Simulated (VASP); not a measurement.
# SnO2 (P4_2/mnm) in VASP: a series of runs

Runs on SnO2. Level: PBE. Tasks: single point.

All numbers are computed with VASP 6.6.1; they aren't measurements. Logs are shortened: lines on timing, memory, paths and dates and some standing lists are left out, and cuts for length are marked.

## Step 1: The cell of the first run

It takes space group P4_2/mnm (No. 136, tetragonal). Conventional cell: a = 5.200 Å, b = 5.200 Å, c = 2.790 Å, α = 90.00°, β = 90.00°, γ = 90.00°. Sn (site symmetry mmm) has 6 O at 1.99 to 2.25 Å within 2.6 Å. Within 2.6 Å of O (site symmetry m2m) lie 3 Sn at 1.99 to 2.25 Å.

## Step 2: Single point, PBE

File INCAR:

```
SYSTEM = SnO2
PREC = Accurate ; ENCUT = 520
EDIFF = 1E-6 ; ISMEAR = 0
SIGMA = 0.05 ; LREAL = .False.
LASPH = .True. ; NELM = 60
ALGO = Normal ; ISIF = 2
LWAVE = .False. ; LCHARG = .False.
GGA = PE ; NBANDS = 35
```

File KPOINTS:

```
Automatic mesh
0
Gamma
  6 6 10
  0 0 0
```

File POSCAR:

```
SnO2
1.0
    5.2004875590      0.0000000000      0.0000000000
    0.0000000000      5.2004875590      0.0000000000
    0.0000000000      0.0000000000      2.7904160035
Sn O
2 4
Direct
    0.0000000000      0.0000000000      0.0000000000
    0.5000000000      0.5000000000      0.5000000000
    0.3066050867      0.3066050867      0.0000000000
    0.1933949133      0.8066050867      0.5000000000
    0.6933949133      0.6933949133      0.0000000000
    0.8066050867      0.1933949133      0.5000000000
```

Potentials or basis: VASP PAW PBE potentials, release 64 (Sn_d, O).

Started as:

```console
> cat potpaw_PBE.64/Sn_d/POTCAR potpaw_PBE.64/O/POTCAR > POTCAR
> mpirun -np 1 vasp_std > vasp.out
```

OUTCAR:

```text
SYSTEM = SnO2
   PREC = Accurate
   ENCUT = 520
   EDIFF = 1E-6
   ISMEAR = 0
   LREAL = .False.
   LASPH = .True.
   NELM = 60
   ISIF = 2
   GGA = PE

 ion  position               nearest neighbor table
   1  0.000  0.000  0.000-   4 1.99   6 1.99   4 1.99   6 1.99   5 2.25   3 2.25
   2  0.500  0.500  0.500-   3 1.99   5 1.99   3 1.99   5 1.99   4 2.25   6 2.25
   3  0.307  0.307  0.000-   2 1.99   2 1.99   1 2.25
   4  0.193  0.807  0.500-   1 1.99   1 1.99   2 2.25
   5  0.693  0.693  0.000-   2 1.99   2 1.99   1 2.25
   6  0.807  0.193  0.500-   1 1.99   1 1.99   2 2.25

  LATTYP: Found a simple tetragonal cell.
 ALAT       =     5.2004875590
 C/A-ratio  =     0.5365681529

  Lattice vectors:

 A1 = (   5.2004875590,   0.0000000000,   0.0000000000)
 A2 = (   0.0000000000,   5.2004875590,   0.0000000000)
 A3 = (   0.0000000000,   0.0000000000,   2.7904160035)

Analysis of symmetry for initial positions (statically):
=====================================================================
 Subroutine PRICEL returns:
 Original cell was already a primitive cell.

 Routine SETGRP: Setting up the symmetry group for a
 simple tetragonal supercell.

 Subroutine GETGRP returns: Found 16 space group operations
 (whereof  8 operations were pure point group operations)
 out of a pool of 16 trial point group operations.

The static configuration has the point symmetry D_2h.
 The point group associated with its full space group is D_4h.

Analysis of symmetry for dynamics (positions and initial velocities):
=====================================================================
 Subroutine PRICEL returns:
 Original cell was already a primitive cell.

 Routine SETGRP: Setting up the symmetry group for a
 simple tetragonal supercell.

 Subroutine GETGRP returns: Found 16 space group operations
 (whereof  8 operations were pure point group operations)
 out of a pool of 16 trial point group operations.

The dynamic configuration has the point symmetry D_2h.
 The point group associated with its full space group is D_4h.

 Subroutine INISYM returns: Found 16 space group operations
 (whereof  8 operations are pure point group operations),
 and found     1 'primitive' translations

----------------------------------------------------------------------------------------

                                     Primitive cell

  volume of cell :      75.4670

  direct lattice vectors                    reciprocal lattice vectors
     5.200487559  0.000000000  0.000000000     0.192289663  0.000000000  0.000000000
     0.000000000  5.200487559  0.000000000     0.000000000  0.192289663  0.000000000
     0.000000000  0.000000000  2.790416003     0.000000000  0.000000000  0.358369504

  length of vectors
     5.200487559  5.200487559  2.790416003     0.192289663  0.192289663  0.358369504

  position of ions in fractional coordinates (direct lattice)
     0.000000000  0.000000000  0.000000000
     0.500000000  0.500000000  0.500000000
     0.306605087  0.306605087  0.000000000
     0.193394913  0.806605087  0.500000000
     0.693394913  0.693394913  0.000000000
     0.806605087  0.193394913  0.500000000

  ion indices of the primitive-cell ions
   primitive index   ion index
                 1           1
                 2           2
                 3           3
                 4           4
                 5           5
                 6           6

----------------------------------------------------------------------------------------

 KPOINTS: Automatic mesh

Automatic generation of k-mesh.
 Grid dimensions read from file:
 generate k-points for:    6    6   10

 Generating k-lattice:

  Cartesian coordinates                     Fractional coordinates (reciprocal lattice)
     0.032048277  0.000000000  0.000000000     0.166666667  0.000000000  0.000000000
     0.000000000  0.032048277  0.000000000     0.000000000  0.166666667  0.000000000
     0.000000000  0.000000000  0.035836950     0.000000000  0.000000000  0.100000000

  Length of vectors
     0.032048277  0.032048277  0.035836950

[... 45 lines left out ...]

 number of electron      51.9999973 magnetization

 Free energy of the ion-electron system (eV)
  ---------------------------------------------------
  ext. energy  EPLUGINS =         0.00000000
  ---------------------------------------------------
  free energy    TOTEN  =       -35.40500341 eV

  energy without entropy =      -35.40500341  energy(sigma->0) =      -35.40500341

 E-fermi :   5.5227     XC(G=0): -10.8663

 val. band max:        5.2612538835   @ k =   0.0000   0.0000   0.0000
 cond. band min:       6.7050870527   @ k =   0.0000   0.0000   0.0000
 fundamental gap:      1.4438331693
 Fermi energy:         5.5227017804

 k-point     1 :       0.0000    0.0000    0.0000
  band No.  band energies     occupation
      1     -16.0315      2.00000
      2     -15.7006      2.00000
      3     -14.9237      2.00000
      4     -14.7315      2.00000
      5     -14.7270      2.00000
      6     -14.7270      2.00000
[... 27 lines left out ...]
     34      17.2978      0.00000
     35      18.1941      0.00000

 k-point     2 :       0.1667    0.0000    0.0000
  band No.  band energies     occupation
      1     -16.0099      2.00000
      2     -15.7222      2.00000
      3     -14.9166      2.00000
      4     -14.7529      2.00000
      5     -14.7261      2.00000
      6     -14.7260      2.00000
[... 27 lines left out ...]
     34      17.4125      0.00000
     35      18.3655      0.00000

 k-point     3 :       0.3333    0.0000    0.0000
  band No.  band energies     occupation
      1     -15.9501      2.00000
      2     -15.7826      2.00000
      3     -14.8944      2.00000
      4     -14.8033      2.00000
      5     -14.7240      2.00000
      6     -14.7240      2.00000
[... 27 lines left out ...]
     34      17.5212      0.00000
     35      18.8813      0.00000
[... 723 lines left out ...]
 k-point    23 :       0.3333    0.0000    0.2000
  band No.  band energies     occupation
      1     -15.6304      2.00000
      2     -15.4747      2.00000
      3     -15.3141      2.00000
      4     -15.2716      2.00000
      5     -14.7761      2.00000
      6     -14.7667      2.00000
[... 27 lines left out ...]
     34      17.0455      0.00000
     35      17.8206      0.00000

 k-point    24 :       0.5000    0.0000    0.2000
  band No.  band energies     occupation
      1     -15.5600      2.00000
      2     -15.5600      2.00000
      3     -15.2891      2.00000
      4     -15.2891      2.00000
      5     -14.7717      2.00000
      6     -14.7717      2.00000
[... 27 lines left out ...]
     34      17.0458      0.00000
     35      18.1300      0.00000

 [... further k-points ...]

------------------------ aborting loop because EDIFF is reached ----------------------------------------

  FORCE on cell =-STRESS in cart. coord.  units (eV):
  Direction    XX          YY          ZZ          XY          YZ          ZX
  --------------------------------------------------------------------------------------
  -------------------------------------------------------------------------------------
  Total       -1.7201333     -1.7201333     25.7631360     -0.0000000      0.0000000      0.0000000
  in kB      -36.5187254    -36.5187254    546.9557992     -0.0000000      0.0000000      0.0000000
  external PRESSURE =     157.9727828 kB  Pullay stress =       0.0000000 kB

 VOLUME and BASIS-vectors are now :
 -----------------------------------------------------------------------------
  energy-cutoff  :      520.00
  volume of cell :       75.47
      direct lattice vectors                 reciprocal lattice vectors
     5.200487559  0.000000000  0.000000000     0.192289663  0.000000000  0.000000000
     0.000000000  5.200487559  0.000000000     0.000000000  0.192289663  0.000000000
     0.000000000  0.000000000  2.790416003     0.000000000  0.000000000  0.358369504

 POSITION                                       TOTAL-FORCE (eV/Angst)
 -----------------------------------------------------------------------------------
      0.00000      0.00000      0.00000         0.000000      0.000000     -0.000000
      2.60024      2.60024      1.39521         0.000000      0.000000     -0.000000
      1.59450      1.59450      0.00000        -0.377756     -0.377756     -0.000000
      1.00575      4.19474      1.39521         0.377756     -0.377756     -0.000000
      3.60599      3.60599      0.00000         0.377756      0.377756      0.000000
      4.19474      1.00575      1.39521        -0.377756      0.377756     -0.000000
 -----------------------------------------------------------------------------------
    total drift:                                0.000000      0.000000     -0.000000

  FREE ENERGIE OF THE ION-ELECTRON SYSTEM (eV)
  ---------------------------------------------------
  free  energy   TOTEN  =       -35.4050034136 eV

  energy  without entropy=      -35.4050034136  energy(sigma->0) =      -35.40500341
```

It took 3.8 min on 1 thread of Intel Xeon 8259CL, shared host; peak memory 0.27 GiB.

Results:

| Property | Result |
| --- | --- |
| Free energy | -35.4050 eV |
| Pressure | 15.8 GPa |
| Largest force | 0.534 eV/Å |
| Band gap on the k mesh | 1.44 eV |

Forces on the atoms (eV/Å):
```
Sn   0.000  0.000  0.000
Sn   0.000  0.000  0.000
O   -0.378 -0.378  0.000
O    0.378 -0.378  0.000
O    0.378  0.378  0.000
O   -0.378  0.378  0.000
```

Caveat: the stress differs along the axes, from -4 to 55 GPa; spin-orbit coupling is left out, which moves the levels of the heavy elements.

## Step 3: Single point, PBE

This run uses another cell than the first one, of the same volume but with other edges.

File INCAR:

```
PREC = Accurate
ENCUT = 520
EDIFF = 1E-7
ISMEAR = 0
SIGMA = 0.05
LREAL = False
LASPH = True
NELM = 100
ALGO = Normal
ISIF = 2
LWAVE = False
LCHARG = False
GGA = PE
NBANDS = 35
```

File KPOINTS:

```
Automatic mesh
0
Gamma
  6 6 10
```

Edit POSCAR of step 2 so:

```diff
@@ -2,5 +2,5 @@
 1.0
-    5.2004875590      0.0000000000      0.0000000000
-    0.0000000000      5.2004875590      0.0000000000
-    0.0000000000      0.0000000000      2.7904160035
+    4.4234345592      0.0000000000      0.0000000000
+    0.0000000000      4.4234345592      0.0000000000
+    0.0000000000      0.0000000000      3.8568954299
 Sn O
```

Potentials or basis: VASP PAW PBE potentials, release 64 (Sn_d, O).

Started as:

```console
> cat potpaw_PBE.64/Sn_d/POTCAR potpaw_PBE.64/O/POTCAR > POTCAR
> mpirun -np 1 vasp_std > vasp.out
```

It took 3.9 min on 1 thread of Intel Xeon 8259CL, shared host; peak memory 0.27 GiB.

Results (log left out):

| Property | Result |
| --- | --- |
| Free energy | -35.6253 eV |
| Pressure | 1.5 GPa |
| Largest force | 0.951 eV/Å |
| Band gap on the k mesh | 0.73 eV |

Forces on the atoms (eV/Å):
```
Sn   0.000  0.000  0.000
Sn   0.000  0.000  0.000
O    0.673  0.673  0.000
O   -0.673  0.673  0.000
O   -0.673 -0.673  0.000
O    0.673 -0.673  0.000
```

Stress tensor (GPa, compression positive):
```
 13.75   0.00   0.00
  0.00  13.75   0.00
  0.00   0.00 -23.03
```

Levels at points of the mesh, in eV from the valence-band top:
| k point | band 23 | band 24 | band 25 | band 26 | band 27 | band 28 | band 29 | band 30 |
| --- | --- | --- | --- | --- | --- | --- | --- | --- |
| (0.00, 0.00, 0.00) | -1.18 | -0.33 | -0.33 | 0.00 | 0.73 | 4.33 | 4.89 | 4.89 |
| (0.50, 0.00, 0.00) | -1.04 | -1.04 | -0.38 | -0.38 | 4.21 | 4.21 | 5.91 | 5.91 |
| (0.50, 0.50, 0.00) | -1.39 | -1.39 | -0.07 | -0.07 | 4.06 | 4.06 | 6.77 | 6.77 |
| (0.00, 0.00, 0.50) | -1.35 | -1.35 | -0.75 | -0.75 | 5.09 | 5.09 | 7.77 | 7.77 |
| (0.50, 0.00, 0.50) | -0.53 | -0.53 | -0.07 | -0.07 | 5.91 | 5.91 | 7.89 | 7.89 |
| (0.50, 0.50, 0.50) | -0.40 | -0.40 | -0.06 | -0.06 | 4.36 | 4.36 | 8.86 | 8.86 |

Caveat: the stress differs along the axes, from -23 to 14 GPa; semilocal functionals underestimate gaps, and a narrow one can read as zero; spin-orbit coupling is left out, which moves the levels of the heavy elements. A k mesh can miss the band edges.

## Step 4: Single point, PBE

This run uses another cell than the first one, of the same volume but with other edges.

File INCAR:

```
PREC     = Accurate       # precision mode
ENCUT    = 520            # plane-wave cutoff, eV
EDIFF    = 1E-7           # SCF threshold, eV
ISMEAR   = 0              # smearing method
SIGMA    = 0.05           # smearing width, eV
LREAL    = False          # projectors in reciprocal space
LASPH    = True           # aspherical terms in the spheres
NELM     = 100            # most SCF steps
ALGO     = Normal         # electronic algorithm
ISIF     = 2              # what is computed and relaxed
LWAVE    = False          # write WAVECAR
LCHARG   = False          # write CHGCAR
GGA      = PE             # functional
NBANDS   = 35             # bands
```

File KPOINTS:

```
regular mesh
0
Gamma
  6 6 10
```

Edit POSCAR of step 3 so:

```diff
@@ -2,5 +2,5 @@
 1.0
-    4.4234345592      0.0000000000      0.0000000000
-    0.0000000000      4.4234345592      0.0000000000
-    0.0000000000      0.0000000000      3.8568954299
+    5.0964497775      0.0000000000      0.0000000000
+    0.0000000000      5.0964497775      0.0000000000
+    0.0000000000      0.0000000000      2.9055046834
 Sn O
```

Started as:

```console
> cat potpaw_PBE.64/Sn_d/POTCAR potpaw_PBE.64/O/POTCAR > POTCAR
> mpirun -np 1 vasp_std > vasp.out
```

It took 3.7 min on 1 thread of Intel Xeon 8259CL, shared host; peak memory 0.27 GiB.

Results (log left out):

| Property | Result |
| --- | --- |
| Free energy | -36.3390 eV |
| Pressure | 10.4 GPa |
| Largest force | 0.381 eV/Å |
| Band gap on the k mesh | 1.29 eV |

Forces in eV/Å, atoms in the order of the input:
```
Sn   0.000  0.000  0.000
Sn   0.000  0.000  0.000
O   -0.270 -0.270  0.000
O    0.270 -0.270  0.000
O    0.270  0.270  0.000
O   -0.270  0.270  0.000
```

Stress tensor (GPa, compression positive):
```
-2.97  0.00  0.00
 0.00 -2.97  0.00
 0.00  0.00 37.13
```

Levels at points of the mesh, in eV from the valence-band top:
| k point | band 24 | band 25 | band 26 | band 27 | band 28 | band 29 |
| --- | --- | --- | --- | --- | --- | --- |
| (0.00, 0.00, 0.00) | -0.67 | -0.67 | 0.00 | 1.29 | 6.98 | 7.01 |
| (0.50, 0.00, 0.00) | -0.77 | -0.66 | -0.66 | 4.02 | 4.02 | 8.16 |
| (0.50, 0.50, 0.00) | -1.06 | -0.70 | -0.70 | 4.74 | 4.74 | 8.07 |
| (0.00, 0.00, 0.50) | -1.34 | -1.09 | -1.09 | 5.77 | 5.77 | 8.58 |
| (0.50, 0.00, 0.50) | -1.02 | -0.90 | -0.90 | 5.92 | 5.92 | 6.71 |
| (0.50, 0.50, 0.50) | -0.94 | -0.86 | -0.86 | 4.29 | 4.29 | 8.54 |

Caveat: the stress differs along the axes, from -3 to 37 GPa; spin-orbit coupling is left out, which moves the levels of the heavy elements. A k mesh can miss the band edges.

## Step 5: Single point, PBE

This run uses another cell than the first one, of the same volume but with other edges.

File INCAR:

```
SYSTEM = SnO2
ALGO = Normal
EDIFF = 1E-6
ENCUT = 520
GGA = PE
ISIF = 2
ISMEAR = 0
LASPH = .True.
LCHARG = .False.
LREAL = .False.
LWAVE = .False.
NBANDS = 35
NELM = 100
PREC = Accurate
SIGMA = 0.05
```

File KPOINTS:

```
k-points
0
Gamma
  6 6 10
  0 0 0
```

Edit POSCAR of step 4 so:

```diff
@@ -2,5 +2,5 @@
 1.0
-    5.0964497775      0.0000000000      0.0000000000
-    0.0000000000      5.0964497775      0.0000000000
-    0.0000000000      0.0000000000      2.9055046834
+    4.5430443386      0.0000000000      0.0000000000
+    0.0000000000      4.5430443386      0.0000000000
+    0.0000000000      0.0000000000      3.6564793637
 Sn O
```

Started as:

```console
> cat potpaw_PBE.64/Sn_d/POTCAR potpaw_PBE.64/O/POTCAR > POTCAR
> mpirun -np 1 vasp_std > vasp.out
```

Wall time 3.5 min (1 thread of Intel Xeon 8259CL, shared host); peak memory 0.26 GiB.

Results (log left out):

* Free energy: -36.4431 eV
* Pressure: -1.1 GPa
* Largest force: 0.517 eV/Å
* Band gap on the k mesh: 0.46 eV

Forces in eV/Å, atoms in the order of the input:
```
Sn   0.000  0.000  0.000
Sn   0.000  0.000  0.000
O    0.366  0.366  0.000
O   -0.366  0.366  0.000
O   -0.366 -0.366  0.000
O    0.366 -0.366  0.000
```

Stress tensor (GPa, compression positive):
```
  8.28   0.00   0.00
  0.00   8.28   0.00
  0.00   0.00 -19.79
```

Levels at points of the mesh, in eV from the valence-band top:
| k point | band 24 | band 25 | band 26 | band 27 | band 28 | band 29 |
| --- | --- | --- | --- | --- | --- | --- |
| (0.00, 0.00, 0.00) | -0.48 | -0.48 | 0.00 | 0.46 | 4.52 | 5.10 |
| (0.50, 0.00, 0.00) | -1.22 | -0.44 | -0.44 | 3.96 | 3.96 | 5.96 |
| (0.50, 0.50, 0.00) | -1.49 | -0.36 | -0.36 | 3.95 | 3.95 | 6.70 |
| (0.00, 0.00, 0.50) | -1.46 | -0.95 | -0.95 | 5.25 | 5.25 | 8.41 |
| (0.50, 0.00, 0.50) | -0.72 | -0.29 | -0.29 | 5.83 | 5.83 | 8.07 |
| (0.50, 0.50, 0.50) | -0.60 | -0.34 | -0.34 | 4.34 | 4.34 | 8.84 |

Caveat: the stress differs along the axes, from -20 to 8 GPa; semilocal functionals underestimate gaps, and a narrow one can read as zero; spin-orbit coupling is left out, which moves the levels of the heavy elements.

## Step 6: The runs side by side

| cell | gap on the mesh (eV) | pressure (GPa) | largest force (eV/Å) |
| --- | --- | --- | --- |
| a = 5.200, b = 5.200, c = 2.790 Å, 6 atoms | 1.44 | 15.8 | 0.53 |
| a = 4.423, b = 4.423, c = 3.857 Å, 6 atoms | 0.73 | 1.5 | 0.95 |
| a = 5.096, b = 5.096, c = 2.906 Å, 6 atoms | 1.29 | 10.4 | 0.38 |
| a = 4.543, b = 4.543, c = 3.656 Å, 6 atoms | 0.46 | -1.1 | 0.52 |

Alike in all rows: task single point; level PBE; potentials or basis VASP PAW PBE potentials, release 64 (Sn_d, O); no spin polarisation; k mesh 6 × 6 × 10; cutoff (eV) 520; smearing gaussian 0.05 eV.

Caveats: spin-orbit coupling is left out, which moves the levels of the heavy elements; semilocal functionals underestimate gaps, and a narrow one can read as zero (at least some runs); the stress differs along the axes, from -4 to 55 GPa (at least some runs); the stress differs along the axes, from -23 to 14 GPa (at least some runs); the stress differs along the axes, from -3 to 37 GPa (at least some runs); the stress differs along the axes, from -20 to 8 GPa (at least some runs).

Total energies depend on the potentials used, so only differences within one code and one set of settings carry meaning.
